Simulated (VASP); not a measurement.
Here is a VASP 6.6.1 calculation.

Contents of INCAR:

```
ALGO = Normal
EDIFF = 1E-6
ENCUT = 520
GGA = PS
ISIF = 2
ISMEAR = -1
LASPH = T
LCHARG = F
LREAL = Auto
LWAVE = F
NBANDS = 86
NELM = 80
PREC = Accurate
SIGMA = 0.02
```

The input KPOINTS:

```
k-points
0
Gamma
  2 2 2
```

The input POSCAR:

```
AgCl
1.0
    0.0000000000      5.5463451273      5.5463451273
    5.5463451273      0.0000000000      5.5463451273
    5.5463451273      5.5463451273      0.0000000000
Ag Cl
8 8
Direct
    0.0011368748      0.0011817692      0.0031915612
   -0.0067328122      0.0006819806      0.5025670845
    0.0107895377      0.4853005787     -0.0008882426
    0.0009915539      0.4998112156      0.4974159445
    0.5028702571     -0.0008097224     -0.0056267685
    0.5045596579     -0.0024333141      0.5027126758
    0.4932530229      0.5067539858     -0.0087402603
    0.4919461262      0.5014480592      0.5010185872
    0.2411230223      0.2486344554      0.2714927516
    0.2462324231      0.2410697440      0.7608624965
    0.2473603731      0.7447881272      0.2522755018
    0.2455482789      0.7473769491      0.7606200846
    0.7524175658      0.2485809066      0.2575810678
    0.7579016277      0.2603094411      0.7338373121
    0.7536130378      0.7601092076      0.2511495351
    0.7519125486      0.7458465719      0.7449546332
```

Potentials or basis: VASP PAW PBE potentials, release 64 (Ag, Cl).

The run is started by

```bash
$ cat potpaw_PBE.64/Ag/POTCAR potpaw_PBE.64/Cl/POTCAR > POTCAR
$ mpirun -np 1 vasp_std > vasp.out
```

(1) Estimate the pressure.

(2) Predict the band gap on the k mesh.

(3) Predict the largest force.

Answers

(1) -2.3 GPa.

(2) 0.69 eV.

(3) 0.326 eV/Å.

Caveat: the k points lie up to 0.49 Å⁻¹ apart; the atoms stand as in a frame of molecular dynamics; the PAW data sets were made with another functional, which shifts forces and pressure a little.
